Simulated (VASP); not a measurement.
# Cd5O2 (R-3m) in VASP: relaxation of cell and atoms with PBE

Aim: the relaxation of cell and atoms of Cd5O2 with PBE.

Everything below comes from runs of VASP 6.6.1. Logs are shortened: lines on timing, memory, paths and dates and some standing lists are left out, and cuts for length are marked.

### Step 1. The cell of the first run

Symmetry: R-3m, No. 166, trigonal system. Conventional cell: a = 4.560 Å, b = 4.560 Å, c = 22.133 Å, α = 90.00°, β = 90.00°, γ = 120.00°. Within 3.7 Å of Cd (site symmetry 3m) lie 4 O at 2.79 to 2.85 Å and 9 Cd at 2.80 to 3.27 Å. Within 3.6 Å of Cd (site symmetry 3m) lie 4 O at 2.70 to 2.79 Å and 7 Cd at 2.80 to 3.21 Å. Cd (site symmetry -3m) has 8 Cd at 2.80 Å and 6 O at 3.23 Å within 3.7 Å. O (site symmetry 3m) has 11 Cd at 2.70 to 3.23 Å within 3.6 Å.

The cell was built from a structure type or drawn by symmetry, and may not be a known phase.

### Step 2. Relaxation of cell and atoms, PBE

The input, INCAR:

```
SYSTEM = Cd5O2
  PREC = Accurate
  ENCUT = 600
  EDIFF = 1E-6
  ISMEAR = 0
  SIGMA = 0.2
  LREAL = .False.
  LASPH = .True.
  NELM = 100
  ALGO = Normal
  ISIF = 3
  LWAVE = .False.
  LCHARG = .False.
  GGA = PE
  IBRION = 2
  NSW = 36
  EDIFFG = -0.08
```

The input, KPOINTS:

```
Automatic mesh
0
Gamma
  4 4 4
  0 0 0
```

The input, POSCAR:

```
Cd5O2
1.0
    2.2798747900      1.3162863200      7.3777258600
   -2.2798747900      1.3162863200      7.3777258600
    0.0000000000     -2.6325726500      7.3777258600
Cd O
5 2
Direct
    0.6229810100      0.6229810100      0.6229810100
    0.1265240000      0.1265240000      0.1265240000
    0.3770189900      0.3770189900      0.3770189900
    0.8734760000      0.8734760000      0.8734760000
    0.0000000000      0.0000000000      0.0000000000
    0.2483980100      0.2483980100      0.2483980100
    0.7516019900      0.7516019900      0.7516019900
```

Potentials or basis: VASP PAW PBE potentials, release 64 (Cd, O).

On the command line:

```
$ cat potpaw_PBE.64/Cd/POTCAR potpaw_PBE.64/O/POTCAR > POTCAR
$ mpirun -np 1 vasp_std > vasp.out
```

OUTCAR:

```text
SYSTEM = Cd5O2
   PREC = Accurate
   ENCUT = 600
   EDIFF = 1E-6
   ISMEAR = 0
   LREAL = .False.
   LASPH = .True.
   NELM = 100
   ISIF = 3
   GGA = PE
   IBRION = 2
   NSW = 36
   EDIFFG = -0.08

 ion  position               nearest neighbor table
   1  0.623  0.623  0.623-   6 2.79   6 2.79   6 2.79   5 2.80   5 2.80   5 2.80   7 2.85   4 3.21
                             4 3.21   4 3.21   3 3.27   3 3.27   3 3.27
   2  0.127  0.127  0.127-   6 2.70   7 2.79   7 2.79   7 2.79   5 2.80   4 3.18   4 3.18   4 3.18
                             3 3.21   3 3.21   3 3.21
   3  0.377  0.377  0.377-   7 2.79   7 2.79   7 2.79   5 2.80   5 2.80   5 2.80   6 2.85   2 3.21
                             2 3.21   2 3.21   1 3.27   1 3.27   1 3.27
   4  0.873  0.873  0.873-   7 2.70   6 2.79   6 2.79   6 2.79   5 2.80   2 3.18   2 3.18   2 3.18
                             1 3.21   1 3.21   1 3.21
   5  0.000  0.000  0.000-   2 2.80   4 2.80   1 2.80   3 2.80   1 2.80   1 2.80   3 2.80   3 2.80

   6  0.248  0.248  0.248-   2 2.70   1 2.79   1 2.79   1 2.79   4 2.79   4 2.79   4 2.79   3 2.85

   7  0.752  0.752  0.752-   4 2.70   3 2.79   3 2.79   3 2.79   2 2.79   2 2.79   2 2.79   1 2.85

  LATTYP: Found a trigonal (rhomboedric) cell.
 ALAT       =     7.8333439603
 COS(alpha) =     0.8305827630

  Lattice vectors:

 A1 = (   2.2798747900,   1.3162863200,   7.3777258600)
 A2 = (  -2.2798747900,   1.3162863200,   7.3777258600)
 A3 = (   0.0000000000,  -2.6325726500,   7.3777258600)

Analysis of symmetry for initial positions (statically):
=====================================================================
 Subroutine PRICEL returns:
 Original cell was already a primitive cell.

 Routine SETGRP: Setting up the symmetry group for a
 trigonal (rhombohedral) supercell.

 Subroutine GETGRP returns: Found 12 space group operations
 (whereof 12 operations were pure point group operations)
 out of a pool of 12 trial point group operations.

The static configuration has the point symmetry D_3d.

Analysis of symmetry for dynamics (positions and initial velocities):
=====================================================================
 Subroutine PRICEL returns:
 Original cell was already a primitive cell.

 Routine SETGRP: Setting up the symmetry group for a
 trigonal (rhombohedral) supercell.

 Subroutine GETGRP returns: Found 12 space group operations
 (whereof 12 operations were pure point group operations)
 out of a pool of 12 trial point group operations.

The dynamic configuration has the point symmetry D_3d.

 Subroutine INISYM returns: Found 12 space group operations
 (whereof 12 operations are pure point group operations),
 and found     1 'primitive' translations

----------------------------------------------------------------------------------------

                                     Primitive cell

  volume of cell :     132.8419

  direct lattice vectors                    reciprocal lattice vectors
     2.279874790  1.316286320  7.377725860     0.219310289  0.126618855  0.045181041
    -2.279874790  1.316286320  7.377725860    -0.219310289  0.126618855  0.045181041
     0.000000000 -2.632572650  7.377725860     0.000000000 -0.253237709  0.045181041

  length of vectors
     7.833343960  7.833343960  7.833343962     0.257236591  0.257236591  0.257236591

  position of ions in fractional coordinates (direct lattice)
     0.622981010  0.622981010  0.622981010
     0.126524000  0.126524000  0.126524000
     0.377018990  0.377018990  0.377018990
     0.873476000  0.873476000  0.873476000
     0.000000000  0.000000000  0.000000000
     0.248398010  0.248398010  0.248398010
     0.751601990  0.751601990  0.751601990

  ion indices of the primitive-cell ions
   primitive index   ion index
                 1           1
                 2           2
                 3           3
                 4           4
                 5           5
                 6           6
                 7           7

----------------------------------------------------------------------------------------

 KPOINTS: Automatic mesh

Automatic generation of k-mesh.
 Grid dimensions read from file:
 generate k-points for:    4    4    4

 Generating k-lattice:

  Cartesian coordinates                     Fractional coordinates (reciprocal lattice)
     0.054827572  0.031654714  0.011295260     0.250000000  0.000000000  0.000000000
    -0.054827572  0.031654714  0.011295260     0.000000000  0.250000000  0.000000000
     0.000000000 -0.063309427  0.011295260    -0.000000000 -0.000000000  0.250000000

  Length of vectors
     0.064309148  0.064309148  0.064309148

  Shift w.r.t. Gamma in fractional coordinates (k-lattice)
     0.000000000  0.000000000  0.000000000

 Subroutine IBZKPT returns following result:
 ===========================================

 Found     13 irreducible k-points:

 Following reciprocal coordinates:
            Coordinates               Weight
  0.000000  0.000000  0.000000      1.000000
  0.250000  0.000000 -0.000000      6.000000
  0.500000  0.000000 -0.000000      3.000000
  0.250000  0.250000 -0.000000      6.000000
  0.500000  0.250000 -0.000000     12.000000
 -0.250000  0.250000  0.000000      6.000000
  0.500000  0.500000 -0.000000      3.000000
  0.250000  0.250000  0.250000      2.000000
  0.500000  0.250000  0.250000      6.000000
 -0.250000  0.250000  0.250000      6.000000
  0.500000  0.500000  0.250000      6.000000
 -0.250000  0.500000  0.250000      6.000000
  0.500000  0.500000  0.500000      1.000000
   k-points           NKPTS =     13   k-points in BZ     NKDIM =     13   number of bands    NBANDS=     43
   number of dos      NEDOS =    301   number of ions     NIONS =      7
   total plane-waves  NPLWV = 262144
   dimension x,y,z NGX =    64 NGY =   64 NGZ =   64
   dimension x,y,z NGXF=   128 NGYF=  128 NGZF=  128
   ions per type =               5   2
   NGX,Y,Z   is equivalent  to a cutoff of  13.58, 13.58, 13.58 a.u.
   NGXF,Y,Z  is equivalent  to a cutoff of  27.17, 27.17, 27.17 a.u.
 SYSTEM =  Cd5O2
   PREC   = accura    normal or accurate (medium, high low for compatibility)
   ISTART =      0    job   : 0-new  1-cont  2-samecut
   ICHARG =      2    charge: 1-file 2-atom 10-const
   ISPIN  =      1    spin polarized calculation?
   LNONCOLLINEAR =      F non collinear calculations
   LSORBIT =      F    spin-orbit coupling
   LASPH  =      T    aspherical Exc in radial PAW
   ENCUT  =  600.0 eV  44.10 Ry    6.64 a.u.  15.65 15.65 15.65*2*pi/ulx,y,z
   NELM   =    100;   NELMIN=  2; NELMDL= -5     # of ELM steps
   EDIFF  = 0.1E-05   stopping-criterion for ELM
   LREAL  =      F    real-space projection
   EDIFFG = -.8E-01   stopping-criterion for IOM
   NSW    =     36    number of steps for IOM
   IBRION =      2    ionic relax: 0-MD 1-quasi-New 2-CG
   NFREE  =      1    steps in history (QN), initial steepest desc. (CG)
   ISIF   =      3    stress and relaxation
   ISYM   =      2    0-nonsym 1-usesym 2-fastsym
   POTIM  = 0.5000    time-step for ionic-motion
   TEBEG  =    0.0;   TEEND  =   0.0 temperature during run
   PSTRESS=    0.0 pullay stress
   NELECT =      72.0000    total number of electrons
   NUPDOWN=      -1.0000    fix difference up-down
   EMIN   =  10.00;   EMAX   =-10.00  energy-range for DOS
   EFERMI =   0.00;   METHOD = LEGACY
   ISMEAR =     0;   SIGMA  =   0.20  broadening in eV -4-tet -1-fermi 0-gaus
   EFERMI_NEDOS =   21; number of points for ismear=-14 and -15
   IALGO  =     38    algorithm
   IMIX   =      4    mixing-type and parameters
     AMIX     =   0.40;   BMIX     =  1.00
     AMIX_MAG =   1.60;   BMIX_MAG =  1.00
  volume/ion in A,a.u.               =      18.98       128.07
  Fermi-wavevector in a.u.,A,eV,Ry     =   1.334773  2.522354 24.240383  1.781618
  Thomas-Fermi vector in A             =   2.463528
   LORBIT       =      0    0 simple, 1 ext, 2 COOP (PROOUT), +10 PAW based schemes
   GGA     = PE    functional components
   LHFCALC =     F    Hartree Fock is set to
   AEXX    =    0.0000 exact exchange contribution
   IVDW    =     0    specifies the selected vdW correction
   LEPSILON=     F    determine dielectric tensor
   LRPA    =     F    only Hartree local field effects (RPA)
 conjugate gradient relaxation of ions
 non-spin polarized calculation
 Gauss-broadening in eV      SIGMA  =   0.20
  energy-cutoff  :      600.00
  volume of cell :      132.84
 maximum number of plane-waves:      4444
 NGX is ok and might be reduce to    64
   NGX = 31   NGY = 31   NGZ = 31

--------------------------------------- Ionic step        1  -------------------------------------------

 number of electron      72.0000003 magnetization

 Free energy of the ion-electron system (eV)
  ---------------------------------------------------
  ext. energy  EPLUGINS =         0.00000000
  ---------------------------------------------------
  free energy    TOTEN  =       -13.29114748 eV

  energy without entropy =      -13.18104223  energy(sigma->0) =      -13.23609486

------------------------ aborting loop because EDIFF is reached ----------------------------------------

  FORCE on cell =-STRESS in cart. coord.  units (eV):
  Direction    XX          YY          ZZ          XY          YZ          ZX
  --------------------------------------------------------------------------------------
  -------------------------------------------------------------------------------------
  Total        0.6730750      0.6730750     -0.5425481      0.0000000      0.0000000      0.0000000
  in kB        8.1178107      8.1178107     -6.5435542      0.0000000      0.0000000      0.0000000
  external PRESSURE =       3.2306891 kB  Pullay stress =       0.0000000 kB
[... 104 lines left out ...]
  FREE ENERGIE OF THE ION-ELECTRON SYSTEM (eV)
  ---------------------------------------------------
  free  energy   TOTEN  =       -14.1647449019 eV

  energy  without entropy=      -14.0640164116  energy(sigma->0) =      -14.11438066

[... ionic steps 4 to 24 ...]

--------------------------------------- Ionic step       25  -------------------------------------------

 number of electron      71.9999976 magnetization

------------------------ aborting loop because EDIFF is reached ----------------------------------------

  FORCE on cell =-STRESS in cart. coord.  units (eV):
  Direction    XX          YY          ZZ          XY          YZ          ZX
  --------------------------------------------------------------------------------------
  -------------------------------------------------------------------------------------
  Total       -1.0717961     -1.0717961     -0.8114881      0.0000000      0.0000000      0.0000000
  in kB      -12.1246545    -12.1246545     -9.1799292      0.0000000      0.0000000      0.0000000
  external PRESSURE =     -11.1430794 kB  Pullay stress =       0.0000000 kB
[... 67 lines left out ...]
  energy  without entropy=      -16.0765716023  energy(sigma->0) =      -16.09816367

--------------------------------------- Ionic step       27  -------------------------------------------

 number of electron      71.9999986 magnetization

 Free energy of the ion-electron system (eV)
  ---------------------------------------------------
  ext. energy  EPLUGINS =         0.00000000
  ---------------------------------------------------
  free energy    TOTEN  =       -16.12774885 eV

  energy without entropy =      -16.08628119  energy(sigma->0) =      -16.10701502

 E-fermi :   1.7312     XC(G=0): -10.2970

 val. band max:        1.6617462631   @ k =   0.5000   0.5000   0.5000
 cond. band min:       1.7376276833   @ k =   0.5000   0.5000   0.2500
 fundamental gap:      0.0758814202
 Fermi energy:         1.7311899538

 k-point     1 :       0.0000    0.0000    0.0000
  band No.  band energies     occupation
      1     -16.0105      2.00000
      2     -15.7308      2.00000
      3      -7.4162      2.00000
      4      -7.4162      2.00000
      5      -7.2451      2.00000
      6      -7.1429      2.00000
[... 621 lines left out ...]
  FREE ENERGIE OF THE ION-ELECTRON SYSTEM (eV)
  ---------------------------------------------------
  free  energy   TOTEN  =       -16.1277488467 eV

  energy  without entropy=      -16.0862811873  energy(sigma->0) =      -16.10701502

 reached required accuracy - stopping structural energy minimisation
```

Run time: 47 min. Hardware: 1 thread of Intel Xeon 6975P-C (Granite Rapids), shared host; peak memory 0.65 GiB.

Results:

* Free energy: -16.1277 eV
* Relaxed volume: 19.87 Å³/atom
* Relaxed cell: a = 10.455 Å, b = 10.455 Å, c = 10.455 Å, α = 21.88°, β = 21.88°, γ = 21.88°
* Space group after relaxing (to 0.1 Å): R-3m (No. 166)
* Energy gained by relaxing: 405.2 meV/atom
* Ionic steps: 27
* Pressure after relaxing: -0.1 GPa
* Largest force after relaxing: 0.050 eV/Å
* Band gap on the k mesh: zero (bands 36 and 37 overlap by 0.63 eV)

Forces in eV/Å, atoms in the order of the input:
```
Cd   0.000  0.000 -0.022
Cd   0.000  0.000 -0.050
Cd   0.000  0.000  0.022
Cd   0.000  0.000  0.050
Cd   0.000  0.000  0.000
O    0.000  0.000 -0.017
O    0.000  0.000  0.017
```

The path:
```csv
step,energy change (eV),largest force (eV/Å),pressure (GPa),volume (Å³)
1,0.0000,1.2296,0.32,132.84
2,-0.2178,1.4583,-0.40,133.58
3,-0.8736,1.4441,-1.17,135.76
4,1.8000,11.1917,13.87,140.01
5,-0.9383,1.3294,-1.08,136.12
6,-0.8933,2.4611,2.15,138.08
7,-1.0472,0.8814,-0.52,136.81
8,-1.0629,1.0302,0.08,137.22
9,-1.2595,1.3308,0.43,138.55
10,-1.4018,2.0548,1.38,140.64
11,-1.4708,1.8769,1.00,141.16
12,-1.6485,1.3543,-0.05,142.71
13,-1.8498,0.6078,-1.89,145.71
14,-1.8625,0.5768,-2.52,146.89
15,-1.9310,0.4843,-2.34,145.40
16,-2.1023,0.3606,-1.57,140.92
17,-2.2688,0.7277,1.47,131.97
18,-2.2701,0.7747,2.11,130.65
19,-2.3660,0.7070,1.51,131.67
20,-2.5756,0.5481,0.39,134.31
21,-2.7179,0.4371,-0.14,137.84
22,-2.7215,0.4305,-0.12,137.35
23,-2.7770,0.3005,0.21,137.24
24,-2.8124,0.2375,0.96,137.07
25,-2.8240,0.0949,-1.11,141.63
26,-2.8286,0.1440,-0.43,140.02
27,-2.8366,0.0496,-0.13,139.11
```

Final structure:
```cif
data_structure
_symmetry_space_group_name_H-M 'P 1'
_symmetry_Int_Tables_number 1
_cell_length_a 10.4554
_cell_length_b 10.4554
_cell_length_c 10.4554
_cell_angle_alpha 21.878
_cell_angle_beta 21.878
_cell_angle_gamma 21.878
_cell_volume 139.11
loop_
_atom_site_label
_atom_site_type_symbol
_atom_site_fract_x
_atom_site_fract_y
_atom_site_fract_z
_atom_site_occupancy
Cd1 Cd 0.60531 0.60531 0.60531 1
Cd2 Cd 0.12854 0.12854 0.12854 1
Cd3 Cd 0.39469 0.39469 0.39469 1
Cd4 Cd 0.87146 0.87146 0.87146 1
Cd5 Cd 0.00000 0.00000 0.00000 1
O1 O 0.20485 0.20485 0.20485 1
O2 O 0.79515 0.79515 0.79515 1
```

Caveat: the k points lie up to 0.46 Å⁻¹ apart in the final cell, too coarse for converged energies and pressures of a metal; semilocal functionals underestimate gaps, so a narrow gap can read as zero; a cell axis changed by over 15 % at a fixed basis, so the end point is rough; the relaxation stopped at a loose force limit of 0.08 eV/Å, so its end isn't a converged minimum.
